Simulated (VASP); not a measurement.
# BAs2 (F-43m) in VASP: single point with PBE

Aim: the single point of BAs2 with PBE.

Everything below comes from runs of VASP 6.6.1. Logs are shortened: lines on timing, memory, paths and dates and some standing lists are left out, and cuts for length are marked.

## 1. The cell of the first run

It takes space group F-43m (No. 216, cubic). Conventional cell: a = 7.828 Å, b = 7.828 Å, c = 7.828 Å, α = 90.00°, β = 90.00°, γ = 90.00°. Within 1.9 Å of B (site symmetry -43m) lie 4 As at 1.44 Å. B (site symmetry -43m) has 12 As at 3.21 Å and 4 B at 3.39 Å within 4.2 Å. As (site symmetry 3m) has 1 B at 1.44 Å within 1.9 Å.

## 2. Single point, PBE

INCAR reads:

```
SYSTEM = BAs2
PREC = Accurate
ENCUT = 520
EDIFF = 1E-6
ISMEAR = 0
SIGMA = 0.1
LREAL = .FALSE.
LASPH = .TRUE.
NELM = 80
ALGO = Normal
ISIF = 2
LWAVE = .FALSE.
LCHARG = .FALSE.
GGA = PE
NBANDS = 22
```

KPOINTS reads:

```
Automatic mesh
0
G
  4 4 4
  0 0 0
```

POSCAR reads:

```
BAs2
1.0
    0.0000000000      3.9137912800      3.9137912800
    3.9137912800      0.0000000000      3.9137912800
    3.9137912800      3.9137912800      0.0000000000
B As
2 4
Direct
    0.2500000000      0.2500000000      0.2500000000
    0.0000000000      0.0000000000      0.0000000000
    0.3561147400      0.3561147400      0.3561147400
    0.3561147400      0.3561147400      0.9316557700
    0.3561147400      0.9316557700      0.3561147400
    0.9316557700      0.3561147400      0.3561147400
```

Potentials or basis: VASP PAW PBE potentials, release 64 (B, As).

Run with:

```sh
$ cat potpaw_PBE.64/B/POTCAR potpaw_PBE.64/As/POTCAR > POTCAR
$ mpirun -np 1 vasp_std > vasp.out
```

OUTCAR:

```text
SYSTEM = BAs2
   PREC = Accurate
   ENCUT = 520
   EDIFF = 1E-6
   ISMEAR = 0
   LREAL = .FALSE.
   LASPH = .TRUE.
   NELM = 80
   ISIF = 2
   GGA = PE

 ion  position               nearest neighbor table
   1  0.250  0.250  0.250-   3 1.44   4 1.44   5 1.44   6 1.44
   2  0.000  0.000  0.000-
   3  0.356  0.356  0.356-   1 1.44   4 2.35   5 2.35   6 2.35
   4  0.356  0.356  0.932-   1 1.44   3 2.35   5 2.35   6 2.35
   5  0.356  0.932  0.356-   1 1.44   3 2.35   4 2.35   6 2.35
   6  0.932  0.356  0.356-   1 1.44   3 2.35   4 2.35   5 2.35

  LATTYP: Found a face centered cubic cell.
 ALAT       =     7.8275825600

  Lattice vectors:

 A1 = (   0.0000000000,   3.9137912800,   3.9137912800)
 A2 = (   3.9137912800,   0.0000000000,   3.9137912800)
 A3 = (   3.9137912800,   3.9137912800,   0.0000000000)

Analysis of symmetry for initial positions (statically):
=====================================================================
 Subroutine PRICEL returns:
 Original cell was already a primitive cell.

 Routine SETGRP: Setting up the symmetry group for a
 face centered cubic supercell.

 Subroutine GETGRP returns: Found 24 space group operations
 (whereof 24 operations were pure point group operations)
 out of a pool of 48 trial point group operations.

The static configuration has the point symmetry T_d .

Analysis of symmetry for dynamics (positions and initial velocities):
=====================================================================
 Subroutine PRICEL returns:
 Original cell was already a primitive cell.

 Routine SETGRP: Setting up the symmetry group for a
 face centered cubic supercell.

 Subroutine GETGRP returns: Found 24 space group operations
 (whereof 24 operations were pure point group operations)
 out of a pool of 48 trial point group operations.

The dynamic configuration has the point symmetry T_d .

 Subroutine INISYM returns: Found 24 space group operations
 (whereof 24 operations are pure point group operations),
 and found     1 'primitive' translations

----------------------------------------------------------------------------------------

                                     Primitive cell

  volume of cell :     119.9010

  direct lattice vectors                    reciprocal lattice vectors
     0.000000000  3.913791280  3.913791280    -0.127753363  0.127753363  0.127753363
     3.913791280  0.000000000  3.913791280     0.127753363 -0.127753363  0.127753363
     3.913791280  3.913791280  0.000000000     0.127753363  0.127753363 -0.127753363

  length of vectors
     5.534936708  5.534936708  5.534936708     0.221275316  0.221275316  0.221275316

  position of ions in fractional coordinates (direct lattice)
     0.250000000  0.250000000  0.250000000
     0.000000000  0.000000000  0.000000000
     0.356114740  0.356114740  0.356114740
     0.356114740  0.356114740  0.931655770
     0.356114740  0.931655770  0.356114740
     0.931655770  0.356114740  0.356114740

  ion indices of the primitive-cell ions
   primitive index   ion index
                 1           1
                 2           2
                 3           3
                 4           4
                 5           5
                 6           6

----------------------------------------------------------------------------------------

 KPOINTS: Automatic mesh

Automatic generation of k-mesh.
 Grid dimensions read from file:
 generate k-points for:    4    4    4

 Generating k-lattice:

  Cartesian coordinates                     Fractional coordinates (reciprocal lattice)
    -0.031938341  0.031938341  0.031938341     0.250000000  0.000000000  0.000000000
     0.031938341 -0.031938341  0.031938341     0.000000000  0.250000000  0.000000000
     0.031938341  0.031938341 -0.031938341     0.000000000  0.000000000  0.250000000

  Length of vectors
     0.055318829  0.055318829  0.055318829

  Shift w.r.t. Gamma in fractional coordinates (k-lattice)
     0.000000000  0.000000000  0.000000000

 Subroutine IBZKPT returns following result:
 ===========================================

 Found      8 irreducible k-points:

 Following reciprocal coordinates:
            Coordinates               Weight
  0.000000  0.000000  0.000000      1.000000
  0.250000  0.000000  0.000000      8.000000
  0.500000  0.000000  0.000000      4.000000
  0.250000  0.250000  0.000000      6.000000
  0.500000  0.250000  0.000000     24.000000
 -0.250000  0.250000  0.000000     12.000000
  0.500000  0.500000  0.000000      3.000000
 -0.250000  0.500000  0.250000      6.000000
   k-points           NKPTS =      8   k-points in BZ     NKDIM =      8   number of bands    NBANDS=     22
   number of dos      NEDOS =    301   number of ions     NIONS =      6
   total plane-waves  NPLWV =  74088
   dimension x,y,z NGX =    42 NGY =   42 NGZ =   42
   dimension x,y,z NGXF=    84 NGYF=   84 NGZF=   84
   ions per type =               2   4
   NGX,Y,Z   is equivalent  to a cutoff of  12.62, 12.62, 12.62 a.u.
   NGXF,Y,Z  is equivalent  to a cutoff of  25.23, 25.23, 25.23 a.u.
 SYSTEM =  BAs2
   PREC   = accura    normal or accurate (medium, high low for compatibility)
   ISTART =      0    job   : 0-new  1-cont  2-samecut
   ICHARG =      2    charge: 1-file 2-atom 10-const
   ISPIN  =      1    spin polarized calculation?
   LNONCOLLINEAR =      F non collinear calculations
   LSORBIT =      F    spin-orbit coupling
   LASPH  =      T    aspherical Exc in radial PAW
   ENCUT  =  520.0 eV  38.22 Ry    6.18 a.u.  10.29 10.29 10.29*2*pi/ulx,y,z
   NELM   =     80;   NELMIN=  2; NELMDL= -5     # of ELM steps
   EDIFF  = 0.1E-05   stopping-criterion for ELM
   LREAL  =      F    real-space projection
   EDIFFG = 0.1E-04   stopping-criterion for IOM
   NSW    =      0    number of steps for IOM
   IBRION =     -1    ionic relax: 0-MD 1-quasi-New 2-CG
   NFREE  =      0    steps in history (QN), initial steepest desc. (CG)
   ISIF   =      2    stress and relaxation
   ISYM   =      2    0-nonsym 1-usesym 2-fastsym
   POTIM  = 0.5000    time-step for ionic-motion
   TEBEG  =    0.0;   TEEND  =   0.0 temperature during run
   PSTRESS=    0.0 pullay stress
   NELECT =      26.0000    total number of electrons
   NUPDOWN=      -1.0000    fix difference up-down
   EMIN   =  10.00;   EMAX   =-10.00  energy-range for DOS
   EFERMI =   0.00;   METHOD = LEGACY
   ISMEAR =     0;   SIGMA  =   0.10  broadening in eV -4-tet -1-fermi 0-gaus
   EFERMI_NEDOS =   21; number of points for ismear=-14 and -15
   IALGO  =     38    algorithm
   IMIX   =      4    mixing-type and parameters
     AMIX     =   0.40;   BMIX     =  1.00
     AMIX_MAG =   1.60;   BMIX_MAG =  1.00
  volume/ion in A,a.u.               =      19.98       134.86
  Fermi-wavevector in a.u.,A,eV,Ry     =   0.983539  1.858619 13.161584  0.967349
  Thomas-Fermi vector in A             =   2.114705
   LORBIT       =      0    0 simple, 1 ext, 2 COOP (PROOUT), +10 PAW based schemes
   GGA     = PE    functional components
   LHFCALC =     F    Hartree Fock is set to
   AEXX    =    0.0000 exact exchange contribution
   IVDW    =     0    specifies the selected vdW correction
   LEPSILON=     F    determine dielectric tensor
   LRPA    =     F    only Hartree local field effects (RPA)
 non-spin polarized calculation
 Gauss-broadening in eV      SIGMA  =   0.10
  energy-cutoff  :      520.00
  volume of cell :      119.90
 maximum number of plane-waves:      3250
 NGX is ok and might be reduce to    42
   NGX = 21   NGY = 21   NGZ = 21

 number of electron      26.0000002 magnetization

 Free energy of the ion-electron system (eV)
  ---------------------------------------------------
  ext. energy  EPLUGINS =         0.00000000
  ---------------------------------------------------
  free energy    TOTEN  =        -0.14489284 eV

  energy without entropy =       -0.11517353  energy(sigma->0) =       -0.13003318

 E-fermi :   3.5027     XC(G=0):  -8.9974

 val. band max:        3.4855535371   @ k =  -0.2500   0.2500   0.0000
 cond. band min:       3.5458530909   @ k =   0.2500   0.2500   0.0000
 fundamental gap:      0.0602995539
 Fermi energy:         3.5026600772

 k-point     1 :       0.0000    0.0000    0.0000
  band No.  band energies     occupation
      1     -15.5503      2.00000
      2      -9.3205      2.00000
      3      -9.3205      2.00000
      4      -9.3205      2.00000
      5      -4.3202      2.00000
      6      -1.7285      2.00000
[... 14 lines left out ...]
     21       8.3724      0.00000
     22      10.8641      0.00000

 k-point     2 :       0.2500    0.0000    0.0000
  band No.  band energies     occupation
      1     -15.5065      2.00000
      2      -9.5945      2.00000
      3      -9.3572      2.00000
      4      -9.3572      2.00000
      5      -3.9373      2.00000
      6      -2.0777      2.00000
[... 14 lines left out ...]
     21       9.1521      0.00000
     22      10.3643      0.00000

 k-point     3 :       0.5000    0.0000    0.0000
  band No.  band energies     occupation
      1     -15.4611      2.00000
      2      -9.8408      2.00000
      3      -9.3930      2.00000
      4      -9.3930      2.00000
      5      -3.7857      2.00000
      6      -1.5686      2.00000
[... 14 lines left out ...]
     21       8.2033      0.00000
     22      11.2192      0.00000

 k-point     4 :       0.2500    0.2500    0.0000
  band No.  band energies     occupation
      1     -15.4918      2.00000
      2      -9.6093      2.00000
      3      -9.4076      2.00000
      4      -9.4076      2.00000
      5      -3.7437      2.00000
      6      -2.3944      2.00000
[... 14 lines left out ...]
     21       9.1506      0.00000
     22      10.7527      0.00000

 k-point     5 :       0.5000    0.2500    0.0000
  band No.  band energies     occupation
      1     -15.4462      2.00000
      2      -9.8040      2.00000
      3      -9.5029      2.00000
      4      -9.4425      2.00000
      5      -3.4834      2.00000
      6      -2.0595      2.00000
[... 14 lines left out ...]
     21       8.6325      0.00000
     22      10.5655      0.00000

 k-point     6 :      -0.2500    0.2500    0.0000
  band No.  band energies     occupation
      1     -15.4614      2.00000
      2      -9.7443      2.00000
      3      -9.5058      2.00000
      4      -9.3934      2.00000
      5      -3.5584      2.00000
      6      -2.1618      2.00000
[... 14 lines left out ...]
     21       8.8657      0.00000
     22      10.4520      0.00000

 k-point     7 :       0.5000    0.5000    0.0000
  band No.  band energies     occupation
      1     -15.4309      2.00000
      2      -9.8668      2.00000
      3      -9.4905      2.00000
      4      -9.4905      2.00000
      5      -3.4917      2.00000
      6      -1.6355      2.00000
[... 14 lines left out ...]
     21       9.5512      0.00000
     22       9.7173      0.00000

 k-point     8 :      -0.2500    0.5000    0.2500
  band No.  band energies     occupation
      1     -15.4308      2.00000
      2      -9.8148      2.00000
      3      -9.5543      2.00000
      4      -9.4935      2.00000
      5      -3.3061      2.00000
      6      -1.8809      2.00000
[... 14 lines left out ...]
     21       8.9911      0.00000
     22       9.5685      0.00000

------------------------ aborting loop because EDIFF is reached ----------------------------------------

  FORCE on cell =-STRESS in cart. coord.  units (eV):
  Direction    XX          YY          ZZ          XY          YZ          ZX
  --------------------------------------------------------------------------------------
  -------------------------------------------------------------------------------------
  Total       61.2411948     61.2411948     61.2411948      0.0000000      0.0000000     -0.0000000
  in kB      818.3352481    818.3352481    818.3352481      0.0000000      0.0000000     -0.0000000
  external PRESSURE =     818.3352481 kB  Pullay stress =       0.0000000 kB

 VOLUME and BASIS-vectors are now :
 -----------------------------------------------------------------------------
  energy-cutoff  :      520.00
  volume of cell :      119.90
      direct lattice vectors                 reciprocal lattice vectors
     0.000000000  3.913791280  3.913791280    -0.127753363  0.127753363  0.127753363
     3.913791280  0.000000000  3.913791280     0.127753363 -0.127753363  0.127753363
     3.913791280  3.913791280  0.000000000     0.127753363  0.127753363 -0.127753363

 POSITION                                       TOTAL-FORCE (eV/Angst)
 -----------------------------------------------------------------------------------
      1.95690      1.95690      1.95690        -0.000000     -0.000000     -0.000000
      0.00000      0.00000      0.00000        -0.000000     -0.000000     -0.000000
      2.78752      2.78752      2.78752        18.355924     18.355924     18.355924
      5.04006      5.04006      2.78752       -18.355924    -18.355924     18.355924
      5.04006      2.78752      5.04006       -18.355924     18.355924    -18.355924
      2.78752      5.04006      5.04006        18.355924    -18.355924    -18.355924
 -----------------------------------------------------------------------------------
    total drift:                                0.000018      0.000018      0.000018

  FREE ENERGIE OF THE ION-ELECTRON SYSTEM (eV)
  ---------------------------------------------------
  free  energy   TOTEN  =        -0.1448928407 eV

  energy  without entropy=       -0.1151735261  energy(sigma->0) =       -0.13003318
```

It took 42 s on 1 thread of AMD EPYC 7R43 (Zen 3), shared host; peak memory 0.21 GiB.

What came out:

```yaml
Free_energy: -0.1449 eV
Pressure: 81.8 GPa
Largest_force: 31.793 eV/Å
Band_gap_on_the_k_mesh: zero (band 13 reaches 3.98 eV, above the bottom of band 14 at 3.03 eV)
```

Forces in eV/Å, atoms in the order of the input:
```
B     0.000   0.000   0.000
B     0.000   0.000   0.000
As   18.356  18.356  18.356
As  -18.356 -18.356  18.356
As  -18.356  18.356 -18.356
As   18.356 -18.356 -18.356
```

Caveat: forces of over 1 eV/Å act on the atoms, so gaps and moduli don't describe the material at rest.
